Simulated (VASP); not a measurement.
# BeS (I-4m2) in VASP: further runs

BeS is run at these levels: HSE06, r2SCAN; tasks: single point.

Program: VASP 6.6.1. These are calculated values, not measurements. Logs are shortened: lines on timing, memory, paths and dates and some standing lists are left out, and cuts for length are marked.

## (1) The cell of the first run

It takes space group I-4m2 (No. 119, tetragonal). Conventional cell: a = 3.331 Å, b = 3.331 Å, c = 4.869 Å, α = 90.00°, β = 90.00°, γ = 90.00°. Be (site symmetry -4m2) has 4 S at 2.06 Å within 2.7 Å. Within 2.7 Å of S (site symmetry -4m2) lie 4 Be at 2.06 Å.

## (2) Single point, HSE06 (biaxial xy strain -3.2%)

Contents of POSCAR:

```
BeS
1.0
    0.0000000000      2.3554347085      2.4343062304
    2.3554347085      0.0000000000      2.4343062304
    2.3554347085      2.3554347085      0.0000000000
Be S
1 1
Direct
    0.0000000000      0.0000000000      0.0000000000
    0.2500000000      0.2500000000      0.2500000000
```

Contents of INCAR.step1:

```
SYSTEM = BeS
PREC = Accurate ; ENCUT = 520
EDIFF = 1E-5 ; ISMEAR = 0
SIGMA = 0.01 ; LREAL = .False.
LASPH = .True. ; NELM = 80
ALGO = Normal ; ISIF = 2
LWAVE = .True. ; LCHARG = .False.
GGA = PE ; NBANDS = 11
```

Contents of INCAR.step2:

```
SYSTEM = BeS
PREC = Accurate ; ENCUT = 520
EDIFF = 1E-6 ; ISMEAR = 0
SIGMA = 0.01 ; LREAL = .False.
LASPH = .True. ; NELM = 80
ALGO = Normal ; ISIF = 2
LWAVE = .False. ; LCHARG = .False.
GGA = PE ; LHFCALC = .True.
HFSCREEN = 0.2079 ; PRECFOCK = Normal
ISTART = 1 ; NBANDS = 11
```

Contents of KPOINTS:

```
Automatic mesh
0
Gamma
  6 6 6
  0 0 0
```

Potentials or basis: VASP PAW PBE potentials, release 64 (Be, S).

Run with:

```bash
$ cat potpaw_PBE.64/Be/POTCAR potpaw_PBE.64/S/POTCAR > POTCAR
$ cp INCAR.step1 INCAR
$ mpirun -np 1 vasp_std > vasp.out
$ cp INCAR.step2 INCAR
$ mpirun -np 1 vasp_std > vasp.out
```

OUTCAR:

```text
SYSTEM = BeS
   PREC = Accurate
   ENCUT = 520
   EDIFF = 1E-6
   ISMEAR = 0
   LREAL = .False.
   LASPH = .True.
   NELM = 80
   ISIF = 2
   GGA = PE
   LHFCALC = .True.
   HFSCREEN = 0.2079
   PRECFOCK = Normal
   ISTART = 1

 ion  position               nearest neighbor table
   1  0.000  0.000  0.000-   2 2.06   2 2.06   2 2.06   2 2.06
   2  0.250  0.250  0.250-   1 2.06   1 2.06   1 2.06   1 2.06

  LATTYP: Found a body centered tetragonal cell.
 ALAT       =     3.3310877100
 C/A-ratio  =     1.4615683778

  Lattice vectors:

 A1 = (  -2.3554347085,   0.0000000000,   2.4343062304)
 A2 = (   2.3554347085,   0.0000000000,   2.4343062304)
 A3 = (   0.0000000000,   2.3554347085,  -2.4343062304)

Analysis of symmetry for initial positions (statically):
=====================================================================
 Subroutine PRICEL returns:
 Original cell was already a primitive cell.

 Routine SETGRP: Setting up the symmetry group for a
 body centered tetragonal supercell.

 Subroutine GETGRP returns: Found  8 space group operations
 (whereof  8 operations were pure point group operations)
 out of a pool of 16 trial point group operations.

The static configuration has the point symmetry D_2d.

Analysis of symmetry for dynamics (positions and initial velocities):
=====================================================================
 Subroutine PRICEL returns:
 Original cell was already a primitive cell.

 Routine SETGRP: Setting up the symmetry group for a
 body centered tetragonal supercell.

 Subroutine GETGRP returns: Found  8 space group operations
 (whereof  8 operations were pure point group operations)
 out of a pool of 16 trial point group operations.

The dynamic configuration has the point symmetry D_2d.

 Subroutine INISYM returns: Found  8 space group operations
 (whereof  8 operations are pure point group operations),
 and found     1 'primitive' translations

----------------------------------------------------------------------------------------

                                     Primitive cell

  volume of cell :      27.0114

  direct lattice vectors                    reciprocal lattice vectors
     0.000000000  2.355434708  2.434306230    -0.212275041  0.212275041  0.205397330
     2.355434708  0.000000000  2.434306230     0.212275041 -0.212275041  0.205397330
     2.355434708  2.355434708  0.000000000     0.212275041  0.212275041 -0.205397330

  length of vectors
     3.387317447  3.387317447  3.331087710     0.363743659  0.363743659  0.363743659

  position of ions in fractional coordinates (direct lattice)
     0.000000000  0.000000000  0.000000000
     0.250000000  0.250000000  0.250000000

  ion indices of the primitive-cell ions
   primitive index   ion index
                 1           1
                 2           2

----------------------------------------------------------------------------------------

 KPOINTS: Automatic mesh

Automatic generation of k-mesh.
 Grid dimensions read from file:
 generate k-points for:    6    6    6

 Generating k-lattice:

  Cartesian coordinates                     Fractional coordinates (reciprocal lattice)
    -0.035379174  0.035379174  0.034232888     0.166666667 -0.000000000  0.000000000
     0.035379174 -0.035379174  0.034232888    -0.000000000  0.166666667  0.000000000
     0.035379174  0.035379174 -0.034232888     0.000000000  0.000000000  0.166666667

  Length of vectors
     0.060623943  0.060623943  0.060623943

  Shift w.r.t. Gamma in fractional coordinates (k-lattice)
     0.000000000  0.000000000  0.000000000

 Subroutine IBZKPT returns following result:
 ===========================================

 Found     30 irreducible k-points:

 Following reciprocal coordinates:
            Coordinates               Weight
  0.000000  0.000000  0.000000      1.000000
  0.166667  0.000000  0.000000      8.000000
  0.333333  0.000000  0.000000      8.000000
  0.500000  0.000000  0.000000      4.000000
  0.166667  0.166667  0.000000      2.000000
  0.333333  0.166667  0.000000      8.000000
[... 16 lines left out ...]
  0.333333  0.000000  0.333333      4.000000
  0.500000 -0.000000  0.333333     16.000000
 [... further k-points ...]
   k-points           NKPTS =     30   k-points in BZ     NKDIM =    216   number of bands    NBANDS=     11
   number of dos      NEDOS =    301   number of ions     NIONS =      2
   total plane-waves  NPLWV =  21952
   dimension x,y,z NGX =    28 NGY =   28 NGZ =   28
   dimension x,y,z NGXF=    56 NGYF=   56 NGZF=   56
   ions per type =               1   1
   NGX,Y,Z   is equivalent  to a cutoff of  13.74, 13.74, 13.97 a.u.
   NGXF,Y,Z  is equivalent  to a cutoff of  27.48, 27.48, 27.95 a.u.
 SYSTEM =  BeS
   PREC   = accura    normal or accurate (medium, high low for compatibility)
   ISTART =      1    job   : 0-new  1-cont  2-samecut
   ICHARG =      0    charge: 1-file 2-atom 10-const
   ISPIN  =      1    spin polarized calculation?
   LNONCOLLINEAR =      F non collinear calculations
   LSORBIT =      F    spin-orbit coupling
   LASPH  =      T    aspherical Exc in radial PAW
   ENCUT  =  520.0 eV  38.22 Ry    6.18 a.u.   6.30  6.30  6.19*2*pi/ulx,y,z
   NELM   =     80;   NELMIN=  2; NELMDL=  0     # of ELM steps
   EDIFF  = 0.1E-05   stopping-criterion for ELM
   LREAL  =      F    real-space projection
   EDIFFG = 0.1E-04   stopping-criterion for IOM
   NSW    =      0    number of steps for IOM
   IBRION =     -1    ionic relax: 0-MD 1-quasi-New 2-CG
   NFREE  =      0    steps in history (QN), initial steepest desc. (CG)
   ISIF   =      2    stress and relaxation
   ISYM   =      3    0-nonsym 1-usesym 2-fastsym
   POTIM  = 0.5000    time-step for ionic-motion
   TEBEG  =    0.0;   TEEND  =   0.0 temperature during run
   PSTRESS=    0.0 pullay stress
   NELECT =       8.0000    total number of electrons
   NUPDOWN=      -1.0000    fix difference up-down
   EMIN   =  10.00;   EMAX   =-10.00  energy-range for DOS
   EFERMI =   0.00;   METHOD = LEGACY
   ISMEAR =     0;   SIGMA  =   0.01  broadening in eV -4-tet -1-fermi 0-gaus
   EFERMI_NEDOS =   21; number of points for ismear=-14 and -15
   IALGO  =     38    algorithm
   IMIX   =      1    mixing-type and parameters
     AMIX     =   0.40;   BMIX     =  1.00
     AMIX_MAG =   1.60;   BMIX_MAG =  1.00
  volume/ion in A,a.u.               =      13.51        91.14
  Fermi-wavevector in a.u.,A,eV,Ry     =   1.091245  2.062155 16.202039  1.190816
  Thomas-Fermi vector in A             =   2.227487
   LORBIT       =      0    0 simple, 1 ext, 2 COOP (PROOUT), +10 PAW based schemes
   GGA     = PE    functional components
   LHFCALC =     T    Hartree Fock is set to
   PRECFOCK=normal    Normal, Fast or Accurate (Low or Medium for compatibility)
   ENCUT4O =  -1.0   cutoff for four orbital integrals eV
   NKREDX  =     1    reduce k-point grid by
   NKREDY  =     1    reduce k-point grid by
   NKREDZ  =     1    reduce k-point grid by
   AEXX    =    0.2500 exact exchange contribution
   HFSCREEN=    0.2079 screening length (either q_TF or 0.3 A-1)
   HFSCREENC=   0.2079 screening length for correlation (either q_TF or 0.3 A-1)
   ENCUTFOCK=  -1.0 apply spherical cutoff to Coloumb kernel
   IVDW    =     0    specifies the selected vdW correction
   LEPSILON=     F    determine dielectric tensor
   LRPA    =     F    only Hartree local field effects (RPA)
 non-spin polarized calculation
 Gauss-broadening in eV      SIGMA  =   0.01
  energy-cutoff  :      520.00
  volume of cell :       27.01
 maximum number of plane-waves:       741
 NGX is ok and might be reduce to    28
  NGX = 20; NGY = 20; NGZ = 20

 number of electron       8.0000000 magnetization

 Free energy of the ion-electron system (eV)
  ---------------------------------------------------
  ext. energy  EPLUGINS =         0.00000000
  ---------------------------------------------------
  free energy    TOTEN  =       -11.35368445 eV

  energy without entropy =      -11.35368445  energy(sigma->0) =      -11.35368445

 E-fermi :   4.2391     XC(G=0):  -8.2662

 val. band max:        4.1719504399   @ k =   0.0000   0.0000   0.0000
 cond. band min:       7.9281177794   @ k =   0.5000   0.0000   0.5000
 fundamental gap:      3.7561673395
 Fermi energy:         4.2391037729

 k-point     1 :       0.0000    0.0000    0.0000
  band No.  band energies     occupation
      1     -11.3912      2.00000
      2       3.9683      2.00000
      3       4.1720      2.00000
      4       4.1720      2.00000
      5      10.9356      0.00000
      6      10.9356      0.00000
      7      10.9724      0.00000
      8      11.6551      0.00000
      9      18.0632      0.00000
     10      18.8977      0.00000
     11      20.8254      0.00000

 k-point     2 :       0.1667    0.0000    0.0000
  band No.  band energies     occupation
      1     -11.0230      2.00000
      2       1.9556      2.00000
      3       3.6263      2.00000
      4       3.8275      2.00000
      5      10.9603      0.00000
      6      11.5981      0.00000
      7      11.6012      0.00000
      8      13.7117      0.00000
      9      17.1832      0.00000
     10      17.7130      0.00000
     11      20.3336      0.00000

 k-point     3 :       0.3333    0.0000    0.0000
  band No.  band energies     occupation
      1     -10.0907      2.00000
      2      -1.1755      2.00000
      3       2.9844      2.00000
      4       3.2914      2.00000
      5      10.8769      0.00000
      6      11.9453      0.00000
      7      12.1401      0.00000
      8      16.2877      0.00000
      9      18.3219      0.00000
     10      18.3526      0.00000
     11      20.2261      0.00000
[... 267 lines left out ...]
 k-point    23 :       0.3333    0.0000    0.3333
  band No.  band energies     occupation
      1      -9.6141      2.00000
      2      -0.2506      2.00000
      3       1.4498      2.00000
      4       1.5262      2.00000
      5       8.8066      0.00000
      6      10.7135      0.00000
      7      15.8735      0.00000
      8      16.6011      0.00000
      9      19.4014      0.00000
     10      20.8094      0.00000
     11      24.1529      0.00000

 k-point    24 :       0.5000   -0.0000    0.3333
  band No.  band energies     occupation
      1      -8.9387      2.00000
      2      -1.2956      2.00000
      3       0.3542      2.00000
      4       1.2954      2.00000
      5       9.0014      0.00000
      6      11.3429      0.00000
      7      16.3709      0.00000
      8      17.1384      0.00000
      9      20.5072      0.00000
     10      21.3913      0.00000
     11      23.0459      0.00000

 [... further k-points ...]

------------------------ aborting loop because EDIFF is reached ----------------------------------------

  FORCE on cell =-STRESS in cart. coord.  units (eV):
  Direction    XX          YY          ZZ          XY          YZ          ZX
  --------------------------------------------------------------------------------------
  -------------------------------------------------------------------------------------
  Total        1.2234884      1.2234884      0.5951843      0.0000000      0.0000000      0.0000000
  in kB       72.5709951     72.5709951     35.3032510      0.0000000      0.0000000      0.0000000
  external PRESSURE =      60.1484137 kB  Pullay stress =       0.0000000 kB

 VOLUME and BASIS-vectors are now :
 -----------------------------------------------------------------------------
  energy-cutoff  :      520.00
  volume of cell :       27.01
      direct lattice vectors                 reciprocal lattice vectors
     0.000000000  2.355434708  2.434306230    -0.212275041  0.212275041  0.205397330
     2.355434708  0.000000000  2.434306230     0.212275041 -0.212275041  0.205397330
     2.355434708  2.355434708  0.000000000     0.212275041  0.212275041 -0.205397330

 POSITION                                       TOTAL-FORCE (eV/Angst)
 -----------------------------------------------------------------------------------
      0.00000      0.00000      0.00000         0.000000      0.000000      0.000000
      1.17772      1.17772      1.21715        -0.000000     -0.000000     -0.000000
 -----------------------------------------------------------------------------------
    total drift:                                0.000000     -0.000000      0.000000

  FREE ENERGIE OF THE ION-ELECTRON SYSTEM (eV)
  ---------------------------------------------------
  free  energy   TOTEN  =       -11.3536844506 eV

  energy  without entropy=      -11.3536844506  energy(sigma->0) =      -11.35368445
```

It took 5.6 min on 1 thread of Intel Xeon 6975P-C (Granite Rapids), shared host; peak memory 0.26 GiB.

Results:

* Free energy: -11.3537 eV
* Pressure: 6.0 GPa
* Band gap on the k mesh: 3.76 eV (least direct gap 6.76 eV)

Stress tensor (GPa, compression positive):
```
7.26 0.00 0.00
0.00 7.26 0.00
0.00 0.00 3.53
```

Caveat: the cell differs from its parent crystal (biaxial xy strain -3.2%); the cell stands under pressure; the PAW data sets were made with another functional, which shifts forces and pressure a little.

## (3) Single point, r2SCAN (biaxial xy strain -3.2%)

POSCAR is that of step 2.

Contents of INCAR.step1:

```
SYSTEM = BeS
PREC = Accurate ; ENCUT = 520
ISMEAR = 0 ; SIGMA = 0.01
LREAL = .False. ; LASPH = .True.
NELM = 60 ; NBANDS = 11
GGA = PE ; ALGO = Normal
EDIFF = 1E-4 ; LWAVE = .True.
LCHARG = .False.
```

Contents of INCAR.step2:

```
SYSTEM = BeS
PREC = Accurate ; ENCUT = 520
EDIFF = 1E-6 ; ISMEAR = 0
SIGMA = 0.01 ; LREAL = .False.
LASPH = .True. ; NELM = 60
ALGO = Normal ; ISIF = 2
LWAVE = .False. ; LCHARG = .False.
METAGGA = R2SCAN ; LMIXTAU = .True.
NBANDS = 11 ; ISTART = 1
```

Contents of KPOINTS:

```
regular mesh
0
Gamma
  10 10 10
  0 0 0
```

Potentials or basis: VASP PAW PBE potentials, release 64 (Be, S).

Run with:

```bash
$ cat potpaw_PBE.64/Be/POTCAR potpaw_PBE.64/S/POTCAR > POTCAR
$ cp INCAR.step1 INCAR
$ mpirun -np 1 vasp_std > vasp.out
$ cp INCAR.step2 INCAR
$ mpirun -np 1 vasp_std > vasp.out
```

Wall time 61 s (1 thread of Intel Xeon 6975P-C (Granite Rapids), shared host); peak memory 0.17 GiB.

It converged, with:

```yaml
Free_energy: -14.7368 eV
Pressure: 7.5 GPa
Band_gap_on_the_k_mesh: 3.28 eV (least direct gap 6.15 eV)
```

Stress tensor (GPa, compression positive):
```
8.76 0.00 0.00
0.00 8.76 0.00
0.00 0.00 5.12
```

Levels at points of the mesh, in eV from the valence-band top:
| k point | band 1 | band 2 | band 3 | band 4 | band 5 | band 6 | band 7 | band 8 |
| --- | --- | --- | --- | --- | --- | --- | --- | --- |
| (0.00, 0.00, 0.00) | -14.76 | -0.21 | 0.00 | 0.00 | 6.15 | 6.15 | 6.18 | 7.12 |
| (0.50, 0.00, 0.00) | -12.92 | -6.40 | -1.38 | -1.03 | 6.10 | 7.01 | 7.21 | 12.28 |
| (0.50, 0.50, 0.00) | -12.41 | -5.71 | -2.79 | -2.79 | 3.57 | 5.47 | 14.24 | 14.24 |
| (0.50, 0.00, 0.50) | -12.23 | -5.48 | -3.11 | -3.04 | 3.28 | 5.16 | 14.01 | 14.33 |

Caveat: the cell differs from its parent crystal (biaxial xy strain -3.2%); the cell stands under pressure; the PAW data sets were made with another functional, which shifts forces and pressure a little.
